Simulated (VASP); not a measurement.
Input of a VASP 6.6.1 run:

The input INCAR:

```
SYSTEM = Bi
  ALGO = Fast
  EDIFF = 1E-6
  EDIFFG = -0.005
  ENCUT = 600
  GGA = PE
  IBRION = 2
  ISIF = 3
  ISMEAR = 0
  IVDW = 12
  LASPH = .True.
  LCHARG = .False.
  LREAL = .False.
  LWAVE = .False.
  NELM = 100
  NSW = 100
  PREC = Accurate
  SIGMA = 0.1
```

Contents of KPOINTS:

```
k-points
0
Gamma
  12 12 12
  0 0 0
```

The input POSCAR:

```
Bi
1.0
    2.2636646297      1.3069273833      3.9284265242
   -2.2636646297      1.3069273833      3.9284265242
    0.0000000000     -2.6138547666      3.9284265242
Bi
2
Direct
    0.2353056453      0.2353056453      0.2353056453
    0.7646943547      0.7646943547      0.7646943547
```

Potentials or basis: VASP PAW PBE potentials, release 64 (Bi_d).

The run is started by

```console
$ cat potpaw_PBE.64/Bi_d/POTCAR > POTCAR
$ mpirun -np 1 vasp_std > vasp.out
```

Q: Predict the space group after relaxing (to 0.1 Å).

A: R-3m (No. 166).

Q: Estimate the relaxed cell.

A: a = 4.685 Å, b = 4.685 Å, c = 4.685 Å, α = 57.88°, β = 57.88°, γ = 57.88°.

Q: Estimate the relaxed volume.

A: 34.58 Å³/atom.

Q: Predict the dispersion energy per atom.

A: -0.462 eV.

Forces in eV/Å, atoms in the order of the input:
```
Bi   0.000  0.000  0.003
Bi   0.000  0.000 -0.003
```
